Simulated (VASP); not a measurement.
# Hg (Pm-3m) in VASP: a series of runs

The runs below take Hg through single point, relaxation of cell and atoms, with LDA.

Program: VASP 6.6.1. These are calculated values, not measurements. Logs are shortened: lines on timing, memory, paths and dates and some standing lists are left out, and cuts for length are marked.

## Step 1: The cell of the first run

The structure is cubic, space group Pm-3m (No. 221). Conventional cell: a = 2.894 Å, b = 2.894 Å, c = 2.894 Å, α = 90.00°, β = 90.00°, γ = 90.00°. Within 3.8 Å of Hg (site symmetry m-3m) lie 6 Hg at 2.89 Å.

## Step 2: Single point, LDA

The input, INCAR:

```
SYSTEM = Hg
PREC     = Accurate       ! precision mode
ENCUT    = 520            ! plane-wave cutoff, eV
EDIFF    = 1E-6           ! SCF threshold, eV
ISMEAR   = -1             ! smearing method
SIGMA    = 0.1            ! smearing width, eV
LREAL    = .False.        ! projectors in reciprocal space
LASPH    = .True.         ! aspherical terms in the spheres
NELM     = 60             ! most SCF steps
ALGO     = Normal         ! electronic algorithm
ISIF     = 2              ! what is computed and relaxed
LWAVE    = .False.        ! write WAVECAR
LCHARG   = .False.        ! write CHGCAR
NBANDS   = 12             ! bands
```

The input, KPOINTS:

```
Automatic mesh
0
Gamma
  11 11 11
  0 0 0
```

The input, POSCAR:

```
Hg
1.0
    2.8943239521      0.0000000000      0.0000000000
    0.0000000000      2.8943239521      0.0000000000
    0.0000000000      0.0000000000      2.8943239521
Hg
1
Direct
    0.0000000000      0.0000000000      0.0000000000
```

Potentials or basis: VASP PAW LDA potentials, release 64 (Hg).

Started as:

```
$ cat potpaw_LDA.64/Hg/POTCAR > POTCAR
$ mpirun -np 1 vasp_std > vasp.out
```

OUTCAR:

```text
SYSTEM = Hg
   PREC = Accurate
   ENCUT = 520
   EDIFF = 1E-6
   ISMEAR = -1
   LREAL = .False.
   LASPH = .True.
   NELM = 60
   ISIF = 2

 ion  position               nearest neighbor table
   1  0.000  0.000  0.000-

  LATTYP: Found a simple cubic cell.
 ALAT       =     2.8943239521

  Lattice vectors:

 A1 = (   2.8943239521,   0.0000000000,   0.0000000000)
 A2 = (   0.0000000000,   2.8943239521,   0.0000000000)
 A3 = (   0.0000000000,   0.0000000000,   2.8943239521)

Analysis of symmetry for initial positions (statically):
=====================================================================
 Subroutine PRICEL returns:
 Original cell was already a primitive cell.

 Routine SETGRP: Setting up the symmetry group for a
 simple cubic supercell.

 Subroutine GETGRP returns: Found 48 space group operations
 (whereof 48 operations were pure point group operations)
 out of a pool of 48 trial point group operations.

The static configuration has the point symmetry O_h .

Analysis of symmetry for dynamics (positions and initial velocities):
=====================================================================
 Subroutine PRICEL returns:
 Original cell was already a primitive cell.

 Routine SETGRP: Setting up the symmetry group for a
 simple cubic supercell.

 Subroutine GETGRP returns: Found 48 space group operations
 (whereof 48 operations were pure point group operations)
 out of a pool of 48 trial point group operations.

The dynamic configuration has the point symmetry O_h .

 Subroutine INISYM returns: Found 48 space group operations
 (whereof 48 operations are pure point group operations),
 and found     1 'primitive' translations

----------------------------------------------------------------------------------------

                                     Primitive cell

  volume of cell :      24.2461

  direct lattice vectors                    reciprocal lattice vectors
     2.894323952  0.000000000  0.000000000     0.345503826  0.000000000  0.000000000
     0.000000000  2.894323952  0.000000000     0.000000000  0.345503826  0.000000000
     0.000000000  0.000000000  2.894323952     0.000000000  0.000000000  0.345503826

  length of vectors
     2.894323952  2.894323952  2.894323952     0.345503826  0.345503826  0.345503826

  position of ions in fractional coordinates (direct lattice)
     0.000000000  0.000000000  0.000000000

  ion indices of the primitive-cell ions
   primitive index   ion index
                 1           1

[... 78 lines left out ...]
   ISYM   =      2    0-nonsym 1-usesym 2-fastsym
   POTIM  = 0.5000    time-step for ionic-motion
   TEBEG  =    0.0;   TEEND  =   0.0 temperature during run
   PSTRESS=    0.0 pullay stress
   NELECT =      12.0000    total number of electrons
   NUPDOWN=      -1.0000    fix difference up-down
   EMIN   =  10.00;   EMAX   =-10.00  energy-range for DOS
   EFERMI =   0.00;   METHOD = LEGACY
   ISMEAR =    -1;   SIGMA  =   0.10  broadening in eV -4-tet -1-fermi 0-gaus
   EFERMI_NEDOS =   21; number of points for ismear=-14 and -15
   IALGO  =     38    algorithm
   IMIX   =      4    mixing-type and parameters
     AMIX     =   0.40;   BMIX     =  1.00
     AMIX_MAG =   1.60;   BMIX_MAG =  1.00
  volume/ion in A,a.u.               =      24.25       163.62
  Fermi-wavevector in a.u.,A,eV,Ry     =   1.294955  2.447111 22.815735  1.676909
  Thomas-Fermi vector in A             =   2.426506
   LORBIT       =      0    0 simple, 1 ext, 2 COOP (PROOUT), +10 PAW based schemes
   GGA     = CA    functional components
   LHFCALC =     F    Hartree Fock is set to
   AEXX    =    0.0000 exact exchange contribution
   IVDW    =     0    specifies the selected vdW correction
   LEPSILON=     F    determine dielectric tensor
   LRPA    =     F    only Hartree local field effects (RPA)
 non-spin polarized calculation
  energy-cutoff  :      520.00
  volume of cell :       24.25
 maximum number of plane-waves:       667
 NGX is ok and might be reduce to    24
   NGX = 11   NGY = 11   NGZ = 11

 number of electron      12.0000003 magnetization

 Free energy of the ion-electron system (eV)
  ---------------------------------------------------
  ext. energy  EPLUGINS =         0.00000000
  ---------------------------------------------------
  free energy    TOTEN  =        -0.96095839 eV

  energy without entropy =       -0.95220425  energy(sigma->0) =       -0.95658132

 E-fermi :   2.3652     XC(G=0): -10.9490

 val. band max:        2.2506414691   @ k =   0.4545   0.4545   0.0000
 cond. band min:       2.4117843159   @ k =   0.4545   0.4545   0.0909
 fundamental gap:      0.1611428468
 Fermi energy:         2.3651509691

 k-point     1 :       0.0000    0.0000    0.0000
  band No.  band energies     occupation
      1      -6.7556      2.00000
      2      -6.1119      2.00000
      3      -6.1119      2.00000
      4      -3.4988      2.00000
      5      -3.4988      2.00000
      6      -3.4988      2.00000
      7      12.9921      0.00000
      8      12.9921      0.00000
      9      12.9921      0.00000
     10      16.9105      0.00000
     11      18.7950      0.00000
     12      18.7950      0.00000
[... 331 lines left out ...]
 k-point    24 :       0.2727    0.0909    0.0909
  band No.  band energies     occupation
      1      -5.8094      2.00000
      2      -5.7708      2.00000
      3      -4.5023      2.00000
      4      -4.0716      2.00000
      5      -3.8187      2.00000
      6      -3.5883      2.00000
      7       6.4561      0.00000
      8      13.1401      0.00000
      9      13.5812      0.00000
     10      18.9458      0.00000
     11      20.1043      0.00000
     12      22.7542      0.00000

 [... further k-points ...]

------------------------ aborting loop because EDIFF is reached ----------------------------------------

  FORCE on cell =-STRESS in cart. coord.  units (eV):
  Direction    XX          YY          ZZ          XY          YZ          ZX
  --------------------------------------------------------------------------------------
  -------------------------------------------------------------------------------------
  Total        0.1148116      0.1148116      0.1148116      0.0000000      0.0000000      0.0000000
  in kB        7.5867369      7.5867369      7.5867369      0.0000000      0.0000000      0.0000000
  external PRESSURE =       7.5867369 kB  Pullay stress =       0.0000000 kB

 VOLUME and BASIS-vectors are now :
 -----------------------------------------------------------------------------
  energy-cutoff  :      520.00
  volume of cell :       24.25
      direct lattice vectors                 reciprocal lattice vectors
     2.894323952  0.000000000  0.000000000     0.345503826  0.000000000  0.000000000
     0.000000000  2.894323952  0.000000000     0.000000000  0.345503826  0.000000000
     0.000000000  0.000000000  2.894323952     0.000000000  0.000000000  0.345503826

 POSITION                                       TOTAL-FORCE (eV/Angst)
 -----------------------------------------------------------------------------------
      0.00000      0.00000      0.00000         0.000000      0.000000      0.000000
 -----------------------------------------------------------------------------------
    total drift:                                0.000000      0.000000      0.000000

  FREE ENERGIE OF THE ION-ELECTRON SYSTEM (eV)
  ---------------------------------------------------
  free  energy   TOTEN  =        -0.9609583939 eV

  energy  without entropy=       -0.9522042452  energy(sigma->0) =       -0.95658132
```

stdout:

```text
POSCAR found type information on POSCAR Hg
 POSCAR found :  1 types and       1 ions
 scaLAPACK will be used
 LDA part: xc-table for (Slater(with rela. corr.)+CA(PZ))
 , standard interpolation
 POSCAR, INCAR and KPOINTS ok, starting setup
 FFT: planning ... GRIDC
 FFT: planning ... GRID_SOFT
 FFT: planning ... GRID
 WAVECAR not read
 entering main loop
```

Wall time 6.2 s (1 thread of Intel Xeon Platinum 8488C (Sapphire Rapids), shared host); peak memory 0.13 GiB.

Results:

```
Free energy            : -0.9610 eV
Pressure               : 0.8 GPa
Band gap on the k mesh : zero (bands 6 and 7 overlap by 4.65 eV)
```

Caveat: spin-orbit coupling is left out, which moves the levels of the heavy elements.

## Step 3: Relaxation of cell and atoms, LDA

This run uses another cell than the first one, of 24.92 Å³/atom.

The input, INCAR:

```
ALGO = Normal
EDIFF = 1E-6
EDIFFG = -0.01
ENCUT = 600
IBRION = 2
ISIF = 3
ISMEAR = -1
LASPH = True
LCHARG = False
LREAL = False
LWAVE = False
NELM = 60
NSW = 80
PREC = Accurate
SIGMA = 0.1
```

The input, KPOINTS:

```
k-points
0
Gamma
  11 11 11
```

The input, POSCAR:

```
Hg
1.0
    2.9208326038      0.0000000000      0.0000000000
    0.0000000000      2.9208326038      0.0000000000
    0.0000000000      0.0000000000      2.9208326038
Hg
1
Direct
    0.0000000000      0.0000000000      0.0000000000
```

Potentials or basis: VASP PAW LDA potentials, release 64 (Hg).

Started as:

```
$ cat potpaw_LDA.64/Hg/POTCAR > POTCAR
$ mpirun -np 1 vasp_std > vasp.out
```

Run time: 12 s. Hardware: 1 thread of Intel Xeon Platinum 8488C (Sapphire Rapids), shared host; peak memory 0.15 GiB.

The run converged. Its results:

| Property | Result |
| --- | --- |
| Free energy | -0.9620 eV |
| Relaxed volume | 24.60 Å³/atom |
| Relaxed cell | a = 2.908 Å, b = 2.908 Å, c = 2.908 Å, α = 90.00°, β = 90.00°, γ = 90.00° |
| Space group after relaxing (to 0.1 Å) | Pm-3m (No. 221) |
| Energy gained by relaxing | 0.6 meV/atom |
| Ionic steps | 3 |
| Pressure after relaxing | 0.0 GPa |
| Band gap on the k mesh | zero (bands 6 and 7 overlap by 4.57 eV) |

Step by step:
| step | energy change (eV) | largest force (eV/Å) | pressure (GPa) | volume (Å³) |
| --- | --- | --- | --- | --- |
| 1 | 0.0000 | 0.0000 | -0.64 | 24.92 |
| 2 | -0.0006 | 0.0000 | 0.07 | 24.56 |
| 3 | -0.0006 | 0.0000 | 0.02 | 24.60 |

Final structure:
```
Hg
1.0
     2.90827    0.00000    0.00000
     0.00000    2.90827    0.00000
     0.00000    0.00000    2.90827
Hg
1
Direct
  0.00000 0.00000 0.00000
```

Levels at points of the mesh, in eV from the Fermi level:
| k point | band 4 | band 5 | band 6 | band 7 | band 8 | band 9 |
| --- | --- | --- | --- | --- | --- | --- |
| (0.00, 0.00, 0.00) | -5.85 | -5.85 | -5.85 | 10.56 | 10.56 | 10.56 |

Caveat: spin-orbit coupling is left out, which moves the levels of the heavy elements.
